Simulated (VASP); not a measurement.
Ag:

```xyz
2
Lattice="2.9300 0.0000 0.0000 -1.4650 2.5375 0.0000 0.0000 0.0000 4.7900" Properties=species:S:1:pos:R:3 pbc="T T T"
Ag    0.0000    1.6916    1.1975
Ag    1.4650    0.8458    3.5925
```

This isn't the form of Ag at room conditions, which is fcc.

| Item | Value |
| --- | --- |
| Program | VASP 6.6.1 |
| Task | relaxation of cell and atoms |
| Functional | PBEsol |
| Potentials or basis | VASP PAW PBE potentials, release 64 (Ag) |
| Cutoff | 600 eV |
| k mesh | 12 × 12 × 8 |
| Occupations | fermi-dirac, width 0.05 eV |
| Spin | no spin polarisation |

At the start: pressure -6.3 GPa; volume 17.81 Å³/atom.

Question: Where does the relaxation end?

Answer: Over 11 steps the energy falls by 23.7 meV/atom and the volume is 16.69 Å³/atom (-6.2 %); space group P6_3/mmc (No. 194, to 0.1 Å) before and after.

Step by step:
```
step  energy change (eV)  largest force (eV/Å)  pressure (GPa)  volume (Å³)
   1              0.0000                0.0000           -6.34        35.61
   2             -0.0276                0.0000            5.17        32.10
   3             -0.0474                0.0000           -0.02        33.39
   4             -0.0474                0.0000            0.13        33.35
   5             -0.0475                0.0000           -0.12        33.41
   6             -0.0475                0.0000           -0.04        33.40
   7             -0.0475                0.0000           -0.05        33.40
   8             -0.0475                0.0000           -0.06        33.40
   9             -0.0475                0.0000           -0.05        33.41
  10             -0.0475                0.0000            0.02        33.39
  11             -0.0475                0.0000            0.00        33.39
```

Final structure:
```xyz
2
Lattice="2.8716 0.0000 0.0000 -1.4358 2.4869 0.0000 0.0000 0.0000 4.6754" Properties=species:S:1:pos:R:3 pbc="T T T"
Ag    0.0000    1.6579    1.1688
Ag    1.4358    0.8290    3.5065
```

Caveat: the PAW data sets were made with another functional, which shifts forces and pressure a little.
